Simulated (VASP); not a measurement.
Input of a VASP 6.6.1 run:

The input POSCAR:

```
AlN
1.0
    0.0000000000      2.1848764218      2.1848764218
    2.1848764218      0.0000000000      2.1848764218
    2.1848764218      2.1848764218      0.0000000000
Al N
1 1
Direct
    0.0000000000      0.0000000000      0.0000000000
    0.2500000000      0.2500000000      0.2500000000
```

File INCAR.step1:

```
ALGO = Normal ; EDIFF = 1E-4
ENCUT = 520 ; GGA = PE
ISMEAR = 0 ; LASPH = T
LCHARG = F ; LREAL = F
LWAVE = T ; NBANDS = 11
NELM = 80 ; PREC = Accurate
SIGMA = 0.01
```

The input INCAR.step2:

```
ALGO = Normal ; EDIFF = 1E-6
ENCUT = 520 ; ISIF = 2
ISMEAR = 0 ; ISTART = 1
LASPH = T ; LCHARG = F
LMIXTAU = T ; LREAL = F
LWAVE = F ; METAGGA = R2SCAN
NBANDS = 11 ; NELM = 80
PREC = Accurate ; SIGMA = 0.01
```

Contents of KPOINTS:

```
k-points
0
Gamma
  10 10 10
```

Potentials or basis: VASP PAW PBE potentials, release 64 (Al, N).

The run is started by

```bash
$ cat potpaw_PBE.64/Al/POTCAR potpaw_PBE.64/N/POTCAR > POTCAR
$ cp INCAR.step1 INCAR
$ mpirun -np 1 vasp_std > vasp.out
$ cp INCAR.step2 INCAR
$ mpirun -np 1 vasp_std > vasp.out
```

Task: Predict the pressure.

Result: -0.4 GPa.

Task: Predict the band gap on the k mesh.

Result: 3.93 eV, indirect (least direct gap 4.88 eV).

Caveat: the PAW data sets were made with another functional, which shifts forces and pressure a little. A k mesh can miss the band edges.
